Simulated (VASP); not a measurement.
# SnO (P1) in VASP: a series of runs

Runs on SnO. Level: PBEsol. Tasks: single point.

All numbers are computed with VASP 6.6.1; they aren't measurements. Logs are shortened: lines on timing, memory, paths and dates and some standing lists are left out, and cuts for length are marked.

## (1) The cell of the first run

The typed cell holds 4 atoms: a = 3.316 Å, b = 5.705 Å, c = 3.894 Å, α = 90.00°, β = 90.00°, γ = 90.00°.

## (2) Single point, PBEsol (all O atoms moved -0.250 Å, as atom 3 along Cartesian [1 -1 0])

The input, INCAR:

```
SYSTEM = SnO
PREC = Accurate
ENCUT = 520
EDIFF = 1E-6
ISMEAR = 0
SIGMA = 0.05
LREAL = .FALSE.
LASPH = .TRUE.
NELM = 100
ALGO = Normal
ISIF = 2
LWAVE = .FALSE.
LCHARG = .FALSE.
GGA = PS
NBANDS = 28
```

The input, KPOINTS:

```
regular mesh
0
G
  8 6 8
  0 0 0
```

The input, POSCAR:

```
SnO
1.0
    3.3156061815      0.0000000000      0.0000000000
    0.0000000000      5.7049851891      0.0000000000
    0.0000000000      0.0000000000      3.8941648049
Sn O
2 2
Direct
    0.0000000000      0.2337892808      0.5261742991
    0.5000000000      0.7662107192      0.0261742991
   -0.0533165538      0.9163427630      0.7238267009
    0.4466834462      0.1456299466      0.2238267009
```

Potentials or basis: VASP PAW PBE potentials, release 64 (Sn_d, O).

Started as:

```bash
$ cat potpaw_PBE.64/Sn_d/POTCAR potpaw_PBE.64/O/POTCAR > POTCAR
$ mpirun -np 1 vasp_std > vasp.out
```

OUTCAR:

```text
SYSTEM = SnO
   PREC = Accurate
   ENCUT = 520
   EDIFF = 1E-6
   ISMEAR = 0
   LREAL = .FALSE.
   LASPH = .TRUE.
   NELM = 100
   ISIF = 2
   GGA = PS

 ion  position               nearest neighbor table
   1  0.000  0.234  0.526-   4 1.96   3 1.98   4 2.24   2 3.70   2 3.70   2 3.70   2 3.70
   2  0.500  0.766  0.026-   3 2.08   4 2.30   3 2.34   1 3.70   1 3.70   1 3.70   1 3.70
   3  0.947  0.916  0.724-   1 1.98   2 2.08   2 2.34
   4  0.447  0.146  0.224-   1 1.96   1 2.24   2 2.30

  LATTYP: Found a simple orthorhombic cell.
 ALAT       =     3.3156061815
 B/A-ratio  =     1.1744955799
 C/A-ratio  =     1.7206462037

  Lattice vectors:

 A1 = (  -3.3156061815,   0.0000000000,   0.0000000000)
 A2 = (   0.0000000000,   0.0000000000,   3.8941648049)
 A3 = (   0.0000000000,   5.7049851891,   0.0000000000)

Analysis of symmetry for initial positions (statically):
=====================================================================
 Subroutine PRICEL returns:
 Original cell was already a primitive cell.

 Routine SETGRP: Setting up the symmetry group for a
 simple orthorhombic supercell.

 Subroutine GETGRP returns: Found  1 space group operations
 (whereof  1 operations were pure point group operations)
 out of a pool of  8 trial point group operations.

The static configuration has the point symmetry C_1 .

Analysis of symmetry for dynamics (positions and initial velocities):
=====================================================================
 Subroutine PRICEL returns:
 Original cell was already a primitive cell.

 Routine SETGRP: Setting up the symmetry group for a
 simple orthorhombic supercell.

 Subroutine GETGRP returns: Found  1 space group operations
 (whereof  1 operations were pure point group operations)
 out of a pool of  8 trial point group operations.

The dynamic configuration has the point symmetry C_1 .

 Subroutine INISYM returns: Found  1 space group operations
 (whereof  1 operations are pure point group operations),
 and found     1 'primitive' translations

----------------------------------------------------------------------------------------

                                     Primitive cell

  volume of cell :      73.6600

  direct lattice vectors                    reciprocal lattice vectors
     3.315606182  0.000000000  0.000000000     0.301603974  0.000000000  0.000000000
     0.000000000  5.704985189  0.000000000     0.000000000  0.175285293  0.000000000
     0.000000000  0.000000000  3.894164805     0.000000000  0.000000000  0.256794473

  length of vectors
[... 87 lines left out ...]
   LREAL  =      F    real-space projection
   EDIFFG = 0.1E-04   stopping-criterion for IOM
   NSW    =      0    number of steps for IOM
   IBRION =     -1    ionic relax: 0-MD 1-quasi-New 2-CG
   NFREE  =      0    steps in history (QN), initial steepest desc. (CG)
   ISIF   =      2    stress and relaxation
   ISYM   =      2    0-nonsym 1-usesym 2-fastsym
   POTIM  = 0.5000    time-step for ionic-motion
   TEBEG  =    0.0;   TEEND  =   0.0 temperature during run
   PSTRESS=    0.0 pullay stress
   NELECT =      40.0000    total number of electrons
   NUPDOWN=      -1.0000    fix difference up-down
   EMIN   =  10.00;   EMAX   =-10.00  energy-range for DOS
   EFERMI =   0.00;   METHOD = LEGACY
   ISMEAR =     0;   SIGMA  =   0.05  broadening in eV -4-tet -1-fermi 0-gaus
   EFERMI_NEDOS =   21; number of points for ismear=-14 and -15
   IALGO  =     38    algorithm
   IMIX   =      4    mixing-type and parameters
     AMIX     =   0.40;   BMIX     =  1.00
     AMIX_MAG =   1.60;   BMIX_MAG =  1.00
  volume/ion in A,a.u.               =      18.42       124.27
  Fermi-wavevector in a.u.,A,eV,Ry     =   1.335624  2.523963 24.271319  1.783892
  Thomas-Fermi vector in A             =   2.464314
   LORBIT       =      0    0 simple, 1 ext, 2 COOP (PROOUT), +10 PAW based schemes
   GGA     = PS    functional components
   LHFCALC =     F    Hartree Fock is set to
   AEXX    =    0.0000 exact exchange contribution
   IVDW    =     0    specifies the selected vdW correction
   LEPSILON=     F    determine dielectric tensor
   LRPA    =     F    only Hartree local field effects (RPA)
 non-spin polarized calculation
 Gauss-broadening in eV      SIGMA  =   0.05
  energy-cutoff  :      520.00
  volume of cell :       73.66
 maximum number of plane-waves:      2004
 NGX is ok and might be reduce to    28
   NGX = 13   NGY = 21   NGZ = 15

 number of electron      40.0000009 magnetization

 Free energy of the ion-electron system (eV)
  ---------------------------------------------------
  ext. energy  EPLUGINS =         0.00000000
  ---------------------------------------------------
  free energy    TOTEN  =       -23.35481658 eV

  energy without entropy =      -23.35481658  energy(sigma->0) =      -23.35481658

 E-fermi :   5.8849     XC(G=0): -10.2387

 val. band max:        5.6835122090   @ k =   0.0000   0.0000   0.0000
 cond. band min:       6.7737430236   @ k =   0.3750   0.5000   0.0000
 fundamental gap:      1.0902308146
 Fermi energy:         5.8848809356

 k-point     1 :       0.0000    0.0000    0.0000
  band No.  band energies     occupation
      1     -15.7395      2.00000
      2     -15.4570      2.00000
      3     -15.4166      2.00000
      4     -15.3243      2.00000
      5     -15.2923      2.00000
      6     -15.2004      2.00000
[... 733 lines left out ...]
     27      15.0584      0.00000
     28      16.0946      0.00000

 [... further k-points ...]

------------------------ aborting loop because EDIFF is reached ----------------------------------------

  FORCE on cell =-STRESS in cart. coord.  units (eV):
  Direction    XX          YY          ZZ          XY          YZ          ZX
  --------------------------------------------------------------------------------------
  -------------------------------------------------------------------------------------
  Total        1.5672576      1.5446390      1.3357324     -0.0050091     -0.8125752     -2.4602089
  in kB       34.0893864     33.5974091     29.0534854     -0.1089529    -17.6743044    -53.5119496
  external PRESSURE =      32.2467603 kB  Pullay stress =       0.0000000 kB

 VOLUME and BASIS-vectors are now :
 -----------------------------------------------------------------------------
  energy-cutoff  :      520.00
  volume of cell :       73.66
      direct lattice vectors                 reciprocal lattice vectors
     3.315606182  0.000000000  0.000000000     0.301603974  0.000000000  0.000000000
     0.000000000  5.704985189  0.000000000     0.000000000  0.175285293  0.000000000
     0.000000000  0.000000000  3.894164805     0.000000000  0.000000000  0.256794473

 POSITION                                       TOTAL-FORCE (eV/Angst)
 -----------------------------------------------------------------------------------
      0.00000      1.33376      2.04901        -1.499441      2.599222      0.550836
      1.65780      4.37122      0.10193        -0.638019      0.782406      0.020053
      3.13883      5.22772      2.81870         0.524827     -1.962400      0.532234
      1.48103      0.83082      0.87162         1.612633     -1.419228     -1.103123
 -----------------------------------------------------------------------------------
    total drift:                                0.000127      0.000016     -0.000879

  FREE ENERGIE OF THE ION-ELECTRON SYSTEM (eV)
  ---------------------------------------------------
  free  energy   TOTEN  =       -23.3548165784 eV

  energy  without entropy=      -23.3548165784  energy(sigma->0) =      -23.35481658
```

OSZICAR:

```text
N       E                     dE             d eps       ncg     rms          rms(c)
DAV:   1     0.436487475680E+03    0.43649E+03   -0.20270E+04 11304   0.216E+03
DAV:   2     0.406339923125E+02   -0.39585E+03   -0.38001E+03 11476   0.549E+02
DAV:   3    -0.237467696703E+02   -0.64381E+02   -0.63260E+02 12428   0.187E+02
DAV:   4    -0.268856818070E+02   -0.31389E+01   -0.31235E+01 12828   0.446E+01
DAV:   5    -0.269617444711E+02   -0.76063E-01   -0.76053E-01 12056   0.747E+00    0.114E+01
DAV:   6    -0.234609808695E+02    0.35008E+01   -0.16019E+01 17680   0.499E+01    0.519E+00
DAV:   7    -0.234009340954E+02    0.60047E-01   -0.19375E+00 12920   0.927E+00    0.258E+00
DAV:   8    -0.233652366748E+02    0.35697E-01   -0.32673E-01 15152   0.468E+00    0.775E-01
DAV:   9    -0.233540337330E+02    0.11203E-01   -0.45344E-02 17116   0.239E+00    0.213E-01
DAV:  10    -0.233547155056E+02   -0.68177E-03   -0.70785E-03 13904   0.873E-01    0.105E-01
DAV:  11    -0.233548253858E+02   -0.10988E-03   -0.37882E-04 16612   0.264E-01    0.376E-02
DAV:  12    -0.233548189742E+02    0.64116E-05   -0.25802E-04 16144   0.208E-01    0.187E-02
DAV:  13    -0.233548168487E+02    0.21255E-05   -0.35890E-05 16424   0.599E-02    0.814E-03
DAV:  14    -0.233548165784E+02    0.27033E-06   -0.44148E-06 11796   0.176E-02
   1 F= -.23354817E+02 E0= -.23354817E+02  d E =-.100360E-10
```

stdout:

```text
POSCAR found type information on POSCAR SnO
 POSCAR found :  2 types and       4 ions
 scaLAPACK will be used
 -----------------------------------------------------------------------------
|                                                                             |
|                                                                             |
|     You enforced a specific xc type in the INCAR file but a different       |
|     I HOPE YOU KNOW WHAT YOU ARE DOING!                                     |
|                                                                             |
 -----------------------------------------------------------------------------

 LDA part: xc-table for (Slater+PW92), standard interpolation
 POSCAR, INCAR and KPOINTS ok, starting setup
 FFT: planning ... GRIDC
 FFT: planning ... GRID_SOFT
 FFT: planning ... GRID
 WAVECAR not read
 entering main loop
```

It took 3 min on 1 thread of Intel Xeon Platinum 8559C (Emerald Rapids), shared host; peak memory 0.41 GiB.

What came out:

| Property | Result |
| --- | --- |
| Free energy | -23.3548 eV |
| Pressure | 3.2 GPa |
| Largest force | 3.051 eV/Å |
| Band gap on the k mesh | 1.09 eV (least direct gap 1.55 eV) |

Forces in eV/Å, atoms in the order of the input:
```
Sn  -1.499  2.599  0.551
Sn  -0.638  0.782  0.020
O    0.525 -1.962  0.532
O    1.613 -1.419 -1.103
```

Levels at points of the mesh, in eV from the valence-band top:
| k point | band 17 | band 18 | band 19 | band 20 | band 21 | band 22 | band 23 | band 24 |
| --- | --- | --- | --- | --- | --- | --- | --- | --- |
| (0.00, 0.00, 0.00) | -3.89 | -2.80 | -2.30 | 0.00 | 2.78 | 3.35 | 5.86 | 6.34 |
| (0.50, 0.00, 0.00) | -3.05 | -2.79 | -1.84 | -0.89 | 1.94 | 2.86 | 5.10 | 6.32 |
| (0.00, 0.50, 0.00) | -3.97 | -2.75 | -1.97 | -1.57 | 3.05 | 4.31 | 4.82 | 5.66 |
| (0.50, 0.50, 0.00) | -3.07 | -2.77 | -1.58 | -0.75 | 1.54 | 2.27 | 5.72 | 6.33 |
| (0.00, 0.00, 0.50) | -3.46 | -3.21 | -2.02 | -1.15 | 2.23 | 2.69 | 4.91 | 5.93 |
| (0.50, 0.00, 0.50) | -3.88 | -3.44 | -1.74 | -0.73 | 1.70 | 2.03 | 4.40 | 5.10 |
| (0.00, 0.50, 0.50) | -3.16 | -3.01 | -2.19 | -0.99 | 1.56 | 2.15 | 5.22 | 6.56 |
| (0.50, 0.50, 0.50) | -4.08 | -3.71 | -0.88 | -0.08 | 1.85 | 2.27 | 4.07 | 4.60 |

Caveat: the cell differs from its parent crystal (all O atoms moved -0.250 Å, as atom 3 along Cartesian [1 -1 0]); the cell stands under pressure; the PAW data sets were made with another functional, which shifts forces and pressure a little; spin-orbit coupling is left out, which moves the levels of the heavy elements. A k mesh can miss the band edges.

## (3) Single point, PBEsol (all O atoms moved -0.500 Å, as atom 3 along Cartesian [1 -1 0])

The input, INCAR:

```
SYSTEM = SnO
  PREC = Accurate
  ENCUT = 520
  EDIFF = 1E-6
  ISMEAR = 0
  SIGMA = 0.05
  LREAL = .False.
  LASPH = .True.
  NELM = 100
  ALGO = Normal
  ISIF = 2
  LWAVE = .False.
  LCHARG = .True.
  GGA = PS
  LELF = .True.
  LVHAR = .True.
  NBANDS = 28
```

The input, KPOINTS:

```
regular mesh
0
Gamma
  8 6 8
  0 0 0
```

Edit POSCAR of step 2 so:

```diff
@@ -10,3 +10,3 @@
     0.5000000000      0.7662107192      0.0261742991
-   -0.0533165538      0.9163427630      0.7238267009
-    0.4466834462      0.1456299466      0.2238267009
+   -0.1066331076      0.9473291178      0.7238267009
+    0.3933668924      0.1766163014      0.2238267009
```

Potentials or basis: VASP PAW PBE potentials, release 64 (Sn_d, O).

Started as:

```bash
$ cat potpaw_PBE.64/Sn_d/POTCAR potpaw_PBE.64/O/POTCAR > POTCAR
$ mpirun -np 1 vasp_std > vasp.out
```

OUTCAR:

```text
SYSTEM = SnO
   PREC = Accurate
   ENCUT = 520
   EDIFF = 1E-6
   ISMEAR = 0
   LREAL = .False.
   LASPH = .True.
   NELM = 100
   ISIF = 2
   GGA = PS

 ion  position               nearest neighbor table
   1  0.000  0.234  0.526-   4 1.79   3 1.84   4 2.35   2 3.70   2 3.70   2 3.70   2 3.70
   2  0.500  0.766  0.026-   3 2.04   4 2.49   3 2.55   1 3.70   1 3.70   1 3.70   1 3.70
   3  0.893  0.947  0.724-   1 1.84   2 2.04   2 2.55
   4  0.393  0.177  0.224-   1 1.79   1 2.35   2 2.49

  LATTYP: Found a simple orthorhombic cell.
 ALAT       =     3.3156061815
 B/A-ratio  =     1.1744955799
 C/A-ratio  =     1.7206462037

  Lattice vectors:

 A1 = (  -3.3156061815,   0.0000000000,   0.0000000000)
 A2 = (   0.0000000000,   0.0000000000,   3.8941648049)
 A3 = (   0.0000000000,   5.7049851891,   0.0000000000)

Analysis of symmetry for initial positions (statically):
=====================================================================
 Subroutine PRICEL returns:
 Original cell was already a primitive cell.

 Routine SETGRP: Setting up the symmetry group for a
 simple orthorhombic supercell.

 Subroutine GETGRP returns: Found  1 space group operations
 (whereof  1 operations were pure point group operations)
 out of a pool of  8 trial point group operations.

The static configuration has the point symmetry C_1 .

Analysis of symmetry for dynamics (positions and initial velocities):
=====================================================================
 Subroutine PRICEL returns:
 Original cell was already a primitive cell.

 Routine SETGRP: Setting up the symmetry group for a
 simple orthorhombic supercell.

 Subroutine GETGRP returns: Found  1 space group operations
 (whereof  1 operations were pure point group operations)
 out of a pool of  8 trial point group operations.

The dynamic configuration has the point symmetry C_1 .

 Subroutine INISYM returns: Found  1 space group operations
 (whereof  1 operations are pure point group operations),
 and found     1 'primitive' translations

[... 120 lines left out ...]
  Fermi-wavevector in a.u.,A,eV,Ry     =   1.335624  2.523963 24.271319  1.783892
  Thomas-Fermi vector in A             =   2.464314
   LORBIT       =      0    0 simple, 1 ext, 2 COOP (PROOUT), +10 PAW based schemes
   GGA     = PS    functional components
   LHFCALC =     F    Hartree Fock is set to
   AEXX    =    0.0000 exact exchange contribution
   IVDW    =     0    specifies the selected vdW correction
   LEPSILON=     F    determine dielectric tensor
   LRPA    =     F    only Hartree local field effects (RPA)
 non-spin polarized calculation
 Gauss-broadening in eV      SIGMA  =   0.05
  energy-cutoff  :      520.00
  volume of cell :       73.66
 maximum number of plane-waves:      2004
 NGX is ok and might be reduce to    28
   NGX = 13   NGY = 21   NGZ = 15

 number of electron      40.0000012 magnetization

 Free energy of the ion-electron system (eV)
  ---------------------------------------------------
  ext. energy  EPLUGINS =         0.00000000
  ---------------------------------------------------
  free energy    TOTEN  =       -21.82008802 eV

  energy without entropy =      -21.82008802  energy(sigma->0) =      -21.82008802

 E-fermi :   6.3025     XC(G=0): -10.2302

 val. band max:        6.0671848580   @ k =   0.5000   0.5000   0.5000
 cond. band min:       6.5906674746   @ k =   0.3750   0.5000   0.0000
 fundamental gap:      0.5234826166
 Fermi energy:         6.3025339258

 k-point     1 :       0.0000    0.0000    0.0000
  band No.  band energies     occupation
      1     -16.0879      2.00000
      2     -15.7151      2.00000
      3     -15.6983      2.00000
      4     -15.5684      2.00000
      5     -15.5483      2.00000
      6     -15.5078      2.00000
[... 733 lines left out ...]
     27      15.1607      0.00000
     28      16.2668      0.00000

 [... further k-points ...]

------------------------ aborting loop because EDIFF is reached ----------------------------------------

  FORCE on cell =-STRESS in cart. coord.  units (eV):
  Direction    XX          YY          ZZ          XY          YZ          ZX
  --------------------------------------------------------------------------------------
  -------------------------------------------------------------------------------------
  Total        5.8195661      5.3078266      5.8515297      0.4975092     -2.1593315     -6.8542488
  in kB      126.5812563    115.4504213    127.2764954     10.8213124    -46.9675727   -149.0866152
  external PRESSURE =     123.1027244 kB  Pullay stress =       0.0000000 kB

 VOLUME and BASIS-vectors are now :
 -----------------------------------------------------------------------------
  energy-cutoff  :      520.00
  volume of cell :       73.66
      direct lattice vectors                 reciprocal lattice vectors
     3.315606182  0.000000000  0.000000000     0.301603974  0.000000000  0.000000000
     0.000000000  5.704985189  0.000000000     0.000000000  0.175285293  0.000000000
     0.000000000  0.000000000  3.894164805     0.000000000  0.000000000  0.256794473

 POSITION                                       TOTAL-FORCE (eV/Angst)
 -----------------------------------------------------------------------------------
      0.00000      1.33376      2.04901        -4.235124      6.639219      2.421905
      1.65780      4.37122      0.10193        -0.712353      0.427274      0.136416
      2.96205      5.40450      2.81870         0.000525     -4.648391      1.466184
      1.30425      1.00759      0.87162         4.946952     -2.418102     -4.024505
 -----------------------------------------------------------------------------------
    total drift:                               -0.000364      0.000508     -0.000210

  FREE ENERGIE OF THE ION-ELECTRON SYSTEM (eV)
  ---------------------------------------------------
  free  energy   TOTEN  =       -21.8200880222 eV

  energy  without entropy=      -21.8200880222  energy(sigma->0) =      -21.82008802
```

It took 7.9 min on 1 thread of Oxide Virtual Turin-like, shared host; peak memory 0.39 GiB.

Results:

* Free energy: -21.8201 eV
* Pressure: 12.3 GPa
* Largest force: 8.239 eV/Å
* Band gap on the k mesh: 0.52 eV (least direct gap 0.76 eV)

Forces on the atoms (eV/Å):
```
Sn  -4.235  6.639  2.422
Sn  -0.712  0.427  0.136
O    0.001 -4.648  1.466
O    4.947 -2.418 -4.025
```

Caveat: the cell differs from its parent crystal (all O atoms moved -0.500 Å, as atom 3 along Cartesian [1 -1 0]); the cell stands under pressure; semilocal functionals underestimate gaps, and a narrow one can read as zero; the PAW data sets were made with another functional, which shifts forces and pressure a little; spin-orbit coupling is left out, which moves the levels of the heavy elements. A k mesh can miss the band edges.

(Continued in part 2 of 2.)
